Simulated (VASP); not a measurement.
# PbS (R3m) in VASP: notebook, part 2 of 2

VASP 6.6.1.

## Step 4: Single point, r2SCAN

This run uses another cell than the first one, of 23.40 Å³/atom, 1.045 times its volume.

File POSCAR:

```
PbS
1.0
    2.0627000000      1.1909004002      3.1748000000
   -2.0627000000      1.1909004002      3.1748000000
    0.0000000000     -2.3818008005      3.1748000000
Pb S
1 1
Direct
    0.9781509158      0.9781509158      0.9781509158
    0.4774504142      0.4774504142      0.4774504142
```

File INCAR.step1:

```
SYSTEM = PbS
ALGO = Normal
EDIFF = 1E-4
ENCUT = 520
GGA = PE
ISMEAR = 0
LASPH = .TRUE.
LCHARG = .FALSE.
LREAL = .FALSE.
LWAVE = .TRUE.
NBANDS = 17
NELM = 60
PREC = Accurate
SIGMA = 0.05
```

File INCAR.step2:

```
SYSTEM = PbS
ALGO = Normal
EDIFF = 1E-6
ENCUT = 520
ISIF = 2
ISMEAR = 0
ISTART = 1
LASPH = .TRUE.
LCHARG = .TRUE.
LELF = .TRUE.
LMIXTAU = .TRUE.
LREAL = .FALSE.
LVHAR = .TRUE.
LWAVE = .FALSE.
METAGGA = R2SCAN
NBANDS = 17
NELM = 60
PREC = Accurate
SIGMA = 0.05
```

File KPOINTS:

```
k-points
0
G
  9 9 9
  0 0 0
```

Potentials or basis: VASP PAW PBE potentials, release 64 (Pb_d, S).

On the command line:

```sh
$ cat potpaw_PBE.64/Pb_d/POTCAR potpaw_PBE.64/S/POTCAR > POTCAR
$ cp INCAR.step1 INCAR
$ mpirun -np 1 vasp_std > vasp.out
$ cp INCAR.step2 INCAR
$ mpirun -np 1 vasp_std > vasp.out
```

OUTCAR:

```text
SYSTEM = PbS
   EDIFF = 1E-6
   ENCUT = 520
   ISIF = 2
   ISMEAR = 0
   ISTART = 1
   LASPH = .TRUE.
   LREAL = .FALSE.
   METAGGA = R2SCAN
   NELM = 60
   PREC = Accurate

 ion  position               nearest neighbor table
   1  0.978  0.978  0.978-   2 2.86   2 2.86   2 2.86   2 2.87   2 2.87   2 2.87
   2  0.477  0.477  0.477-   1 2.86   1 2.86   1 2.86   1 2.87   1 2.87   1 2.87

  LATTYP: Found a trigonal (rhomboedric) cell.
 ALAT       =     3.9689205199
 COS(alpha) =     0.4597965806

  Lattice vectors:

 A1 = (   2.0627000000,   1.1909004002,   3.1748000000)
 A2 = (  -2.0627000000,   1.1909004002,   3.1748000000)
 A3 = (   0.0000000000,  -2.3818008005,   3.1748000000)

Analysis of symmetry for initial positions (statically):
=====================================================================
 Subroutine PRICEL returns:
 Original cell was already a primitive cell.

 Routine SETGRP: Setting up the symmetry group for a
 trigonal (rhombohedral) supercell.

 Subroutine GETGRP returns: Found  6 space group operations
 (whereof  6 operations were pure point group operations)
 out of a pool of 12 trial point group operations.

The static configuration has the point symmetry C_3v.
[... 156 lines left out ...]
  ext. energy  EPLUGINS =         0.00000000
  ---------------------------------------------------
  free energy    TOTEN  =       -65.41898005 eV

  energy without entropy =      -65.41898001  energy(sigma->0) =      -65.41898003

 E-fermi :   7.3798     XC(G=0): -10.8229

 val. band max:        7.2253074721   @ k =   0.4444  -0.0000   0.0000
 cond. band min:       7.5255104940   @ k =   0.4444   0.4444   0.4444
 fundamental gap:      0.3002030218
 Fermi energy:         7.3797600000

 k-point     1 :       0.0000    0.0000    0.0000
  band No.  band energies     occupation
      1     -10.4650      2.00000
      2     -10.4650      2.00000
      3     -10.4518      2.00000
      4     -10.4290      2.00000
      5     -10.4290      2.00000
      6      -8.0651      2.00000
[... 457 lines left out ...]
      4     -10.3667      2.00000
      5     -10.3566      2.00000
      6      -5.9039      2.00000
[... 9 lines left out ...]
     16      19.7705      0.00000
     17      19.9907      0.00000

 [... further k-points ...]
[... 5 lines left out ...]
  --------------------------------------------------------------------------------------
  -------------------------------------------------------------------------------------
  Total        2.6775650      2.6775650      3.1975574      0.0000000     -0.0000000      0.0000000
  in kB       91.6793394     91.6793394    109.4837846      0.0000000     -0.0000000      0.0000000
  external PRESSURE =      97.6141545 kB  Pullay stress =       0.0000000 kB

 VOLUME and BASIS-vectors are now :
 -----------------------------------------------------------------------------
  energy-cutoff  :      520.00
  volume of cell :       46.79
      direct lattice vectors                 reciprocal lattice vectors
     2.062700000  1.190900400  3.174800000     0.242400737  0.139950131  0.104993490
    -2.062700000  1.190900400  3.174800000    -0.242400737  0.139950131  0.104993490
     0.000000000 -2.381800801  3.174800000     0.000000000 -0.279900261  0.104993490

 POSITION                                       TOTAL-FORCE (eV/Angst)
 -----------------------------------------------------------------------------------
      0.00000     -0.00000      9.31630         0.000000      0.000000     -0.012729
      0.00000     -0.00000      4.54743         0.000000     -0.000000      0.012729
 -----------------------------------------------------------------------------------
    total drift:                               -0.000000     -0.000000     -0.000189

  FREE ENERGIE OF THE ION-ELECTRON SYSTEM (eV)
  ---------------------------------------------------
  free  energy   TOTEN  =       -65.4189800469 eV

  energy  without entropy=      -65.4189800145  energy(sigma->0) =      -65.41898003
```

Wall time 2.2 min (1 thread of Intel Xeon 6975P-C (Granite Rapids), shared host); peak memory 0.21 GiB.

What came out:

| Item | Value |
| --- | --- |
| Free energy | -65.4190 eV |
| Pressure | 9.8 GPa |
| Largest force | 0.013 eV/Å |

Forces on the atoms (eV/Å):
```
Pb   0.000  0.000 -0.013
S    0.000  0.000  0.013
```

Caveat: this odd mesh misses L, where the gap lies, so gap, dielectric constants and Born charges aren't listed; the PAW data sets were made with another functional, which shifts forces and pressure a little; spin-orbit coupling is left out, which moves the levels of the heavy elements.

## Step 5: Single point, r2SCAN

This run uses another cell than the first one, of 23.46 Å³/atom, 1.048 times its volume.

File POSCAR:

```
PbS
1.0
    2.1119725129      1.2193478988      3.0367666667
   -2.1119725129      1.2193478988      3.0367666667
    0.0000000000     -2.4386957977      3.0367666667
Pb S
1 1
Direct
    0.9781509158      0.9781509158      0.9781509158
    0.4774504142      0.4774504142      0.4774504142
```

File INCAR.step1:

```
ALGO = Normal ; EDIFF = 1E-4
ENCUT = 520 ; GGA = PE
ISMEAR = 0 ; LASPH = True
LCHARG = False ; LREAL = False
LWAVE = True ; NBANDS = 17
NELM = 100 ; PREC = Accurate
SIGMA = 0.05
```

File INCAR.step2:

```
ALGO = Normal ; EDIFF = 1E-6
ENCUT = 520 ; ISIF = 2
ISMEAR = 0 ; ISTART = 1
LASPH = True ; LCHARG = False
LMIXTAU = True ; LREAL = False
LWAVE = False ; METAGGA = R2SCAN
NBANDS = 17 ; NELM = 100
PREC = Accurate ; SIGMA = 0.05
```

File KPOINTS:

```
k-points
0
Gamma
  9 9 9
```

On the command line:

```sh
$ cat potpaw_PBE.64/Pb_d/POTCAR potpaw_PBE.64/S/POTCAR > POTCAR
$ cp INCAR.step1 INCAR
$ mpirun -np 1 vasp_std > vasp.out
$ cp INCAR.step2 INCAR
$ mpirun -np 1 vasp_std > vasp.out
```

Run time: 2.2 min. Hardware: 1 thread of Intel Xeon 6975P-C (Granite Rapids), shared host; peak memory 0.21 GiB.

The run converged. Its results:

| Quantity | Value |
| --- | --- |
| Free energy | -65.3931 eV |
| Pressure | 9.0 GPa |
| Largest force | 0.013 eV/Å |

Forces on the atoms (eV/Å):
```
Pb   0.000  0.000 -0.013
S    0.000  0.000  0.013
```

Stress tensor (GPa, compression positive):
```
 7.95  0.00  0.00
 0.00  7.95  0.00
 0.00  0.00 11.10
```

Levels at points of the mesh, in eV from the Fermi level:
| k point | band 6 | band 7 | band 8 | band 9 | band 10 | band 11 | band 12 | band 13 | band 14 | band 15 |
| --- | --- | --- | --- | --- | --- | --- | --- | --- | --- | --- |
| (0.00, 0.00, 0.00) | -15.25 | -6.05 | -3.19 | -3.19 | -2.27 | 5.68 | 6.00 | 6.00 | 6.29 | 6.29 |

Caveat: this odd mesh misses L, where the gap lies, so gap, dielectric constants and Born charges aren't listed; the PAW data sets were made with another functional, which shifts forces and pressure a little; spin-orbit coupling is left out, which moves the levels of the heavy elements.

## Step 6: Single point, r2SCAN

This run uses another cell than the first one, of 23.98 Å³/atom, 1.072 times its volume.

File POSCAR:

```
PbS
1.0
    1.9641500000      1.1340025312      3.5889000000
   -1.9641500000      1.1340025312      3.5889000000
    0.0000000000     -2.2680050625      3.5889000000
Pb S
1 1
Direct
    0.9781509158      0.9781509158      0.9781509158
    0.4774504142      0.4774504142      0.4774504142
```

File INCAR.step1:

```
SYSTEM = PbS
PREC = Accurate ; ENCUT = 520
ISMEAR = 0 ; SIGMA = 0.05
LREAL = .False. ; LASPH = .True.
NELM = 60 ; NBANDS = 17
GGA = PE ; ALGO = Normal
EDIFF = 1E-4 ; LWAVE = .True.
LCHARG = .False.
```

File INCAR.step2:

```
SYSTEM = PbS
PREC = Accurate ; ENCUT = 520
EDIFF = 1E-6 ; ISMEAR = 0
SIGMA = 0.05 ; LREAL = .False.
LASPH = .True. ; NELM = 60
ALGO = Normal ; ISIF = 2
LWAVE = .False. ; LCHARG = .False.
METAGGA = R2SCAN ; LMIXTAU = .True.
NBANDS = 17 ; ISTART = 1
```

File KPOINTS:

```
regular mesh
0
Gamma
  9 9 9
  0 0 0
```

Potentials or basis: VASP PAW PBE potentials, release 64 (Pb_d, S).

On the command line:

```sh
$ cat potpaw_PBE.64/Pb_d/POTCAR potpaw_PBE.64/S/POTCAR > POTCAR
$ cp INCAR.step1 INCAR
$ mpirun -np 1 vasp_std > vasp.out
$ cp INCAR.step2 INCAR
$ mpirun -np 1 vasp_std > vasp.out
```

OUTCAR:

```text
SYSTEM = PbS
   PREC = Accurate
   ENCUT = 520
   EDIFF = 1E-6
   ISMEAR = 0
   LREAL = .False.
   LASPH = .True.
   NELM = 60
   ISIF = 2
   METAGGA = R2SCAN
   ISTART = 1

 ion  position               nearest neighbor table
   1  0.978  0.978  0.978-   2 2.89   2 2.89   2 2.89   2 2.90   2 2.90   2 2.90
   2  0.477  0.477  0.477-   1 2.89   1 2.89   1 2.89   1 2.90   1 2.90   1 2.90

  LATTYP: Found a trigonal (rhomboedric) cell.
 ALAT       =     4.2454740811
 COS(alpha) =     0.5719180556

  Lattice vectors:

 A1 = (   1.9641500000,   1.1340025312,   3.5889000000)
 A2 = (  -1.9641500000,   1.1340025312,   3.5889000000)
 A3 = (   0.0000000000,  -2.2680050625,   3.5889000000)

Analysis of symmetry for initial positions (statically):
=====================================================================
 Subroutine PRICEL returns:
 Original cell was already a primitive cell.

 Routine SETGRP: Setting up the symmetry group for a
 trigonal (rhombohedral) supercell.

 Subroutine GETGRP returns: Found  6 space group operations
 (whereof  6 operations were pure point group operations)
 out of a pool of 12 trial point group operations.

The static configuration has the point symmetry C_3v.
[... 155 lines left out ...]
  ext. energy  EPLUGINS =         0.00000000
  ---------------------------------------------------
  free energy    TOTEN  =       -65.44254926 eV

  energy without entropy =      -65.44233756  energy(sigma->0) =      -65.44244341

 E-fermi :   7.1160     XC(G=0): -10.6973

 val. band max:        6.7382698593   @ k =   0.4444   0.3333   0.3333
 cond. band min:       7.1312063070   @ k =   0.4444   0.0000   0.0000
 fundamental gap:      0.3929364477
 Fermi energy:         7.1159735803

 k-point     1 :       0.0000    0.0000    0.0000
  band No.  band energies     occupation
      1     -10.8187      2.00000
      2     -10.8187      2.00000
      3     -10.7886      2.00000
      4     -10.7515      2.00000
      5     -10.7515      2.00000
      6      -8.1421      2.00000
[... 457 lines left out ...]
      4     -10.7154      2.00000
      5     -10.6953      2.00000
      6      -6.1110      2.00000
[... 9 lines left out ...]
     16      18.9121      0.00000
     17      19.9682      0.00000

 [... further k-points ...]
[... 5 lines left out ...]
  --------------------------------------------------------------------------------------
  -------------------------------------------------------------------------------------
  Total        2.6041675      2.6041675      1.1801269     -0.0000000     -0.0000000      0.0000000
  in kB       86.9917807     86.9917807     39.4219428     -0.0000000     -0.0000000      0.0000000
  external PRESSURE =      71.1351681 kB  Pullay stress =       0.0000000 kB

 VOLUME and BASIS-vectors are now :
 -----------------------------------------------------------------------------
  energy-cutoff  :      520.00
  volume of cell :       47.96
      direct lattice vectors                 reciprocal lattice vectors
     1.964150000  1.134002531  3.588900000     0.254563043  0.146972041  0.092878969
    -1.964150000  1.134002531  3.588900000    -0.254563043  0.146972041  0.092878969
     0.000000000 -2.268005062  3.588900000     0.000000000 -0.293944082  0.092878969

 POSITION                                       TOTAL-FORCE (eV/Angst)
 -----------------------------------------------------------------------------------
      0.00000     -0.00000     10.53146         0.000000      0.000000     -0.004393
      0.00000     -0.00000      5.14057         0.000000     -0.000000      0.004393
 -----------------------------------------------------------------------------------
    total drift:                                0.000000     -0.000000     -0.000152

  FREE ENERGIE OF THE ION-ELECTRON SYSTEM (eV)
  ---------------------------------------------------
  free  energy   TOTEN  =       -65.4425492594 eV

  energy  without entropy=      -65.4423375639  energy(sigma->0) =      -65.44244341
```

Run time: 91 s. Hardware: 1 thread of Intel Xeon 6975P-C (Granite Rapids), shared host; peak memory 0.23 GiB.

Results:

* Free energy: -65.4425 eV
* Pressure: 7.1 GPa
* Largest force: 0.004 eV/Å

Forces on the atoms (eV/Å):
```
Pb   0.000  0.000 -0.004
S    0.000  0.000  0.004
```

Caveat: this odd mesh misses L, where the gap lies, so gap, dielectric constants and Born charges aren't listed; the PAW data sets were made with another functional, which shifts forces and pressure a little; spin-orbit coupling is left out, which moves the levels of the heavy elements.

## Step 7: Overview

| cell | pressure (GPa) | largest force (eV/Å) |
| --- | --- | --- |
| a = 3.859 Å, angles 64.6°, 2 atoms | 14.1 | 0.02 |
| a = 4.129 Å, angles 56.8°, 2 atoms | 11.1 | 0.01 |
| a = 3.969 Å, angles 62.6°, 2 atoms | 9.8 | 0.01 |
| a = 3.895 Å, angles 65.7°, 2 atoms | 9.0 | 0.01 |
| a = 4.245 Å, angles 55.1°, 2 atoms | 7.1 | - |

Alike in all rows: task single point; level r2SCAN; potentials or basis VASP PAW PBE potentials, release 64 (Pb_d, S); no spin polarisation; k mesh 9 × 9 × 9; cutoff (eV) 520; smearing gaussian 0.05 eV.

Caveats: the PAW data sets were made with another functional, which shifts forces and pressure a little; spin-orbit coupling is left out, which moves the levels of the heavy elements.

Total energies depend on the potentials used, so only differences within one code and one set of settings carry meaning.
